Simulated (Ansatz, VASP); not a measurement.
## AsPb2: VASP beside Ansatz

```
CELL_PARAMETERS angstrom
0.00000 3.63892 3.63892
3.63892 0.00000 3.63892
3.63892 3.63892 0.00000
ATOMIC_POSITIONS crystal
As 0.00000 0.00000 0.00000
Pb 0.25000 0.25000 0.25000
Pb 0.75000 0.75000 0.75000
```

Change from the starting cell: species swapped into the Al2Au type (Fm-3m, No. 225).

Alike in both runs: functional PBE; k mesh 12 × 12 × 12; occupations gaussian, width 0.1 eV; no spin polarisation.

Ansatz relaxed the structure, and its values are those at the end. VASP's run is a single point on that final structure, the one shown.

|  | VASP | Ansatz |
| --- | --- | --- |
| version | VASP 6.6.1 | Ansatz 0.2.0 |
| potentials or method | VASP PAW PBE potentials, release 64 (As, Pb_d), cutoff 500 eV | scalar-relativistic, plane waves, PAW |
| valence electrons in the cell | 33 | 43 |

|  | VASP | Ansatz | Ansatz less VASP |
| --- | --- | --- | --- |
| gap on the k mesh at the Fermi level (eV) | none | none | - |
| pressure (GPa) | 0.0 | 0.0 | +0.02 |

A gap of «none» marks a metal or a gap that the smearing closes. With one functional, cell and mesh, what is left measures potentials, basis and numerics. VASP's potentials hold 33 valence electrons a cell and Ansatz's 43, so a difference there can come from the potentials and not from the codes.

Spin-orbit coupling is off throughout.
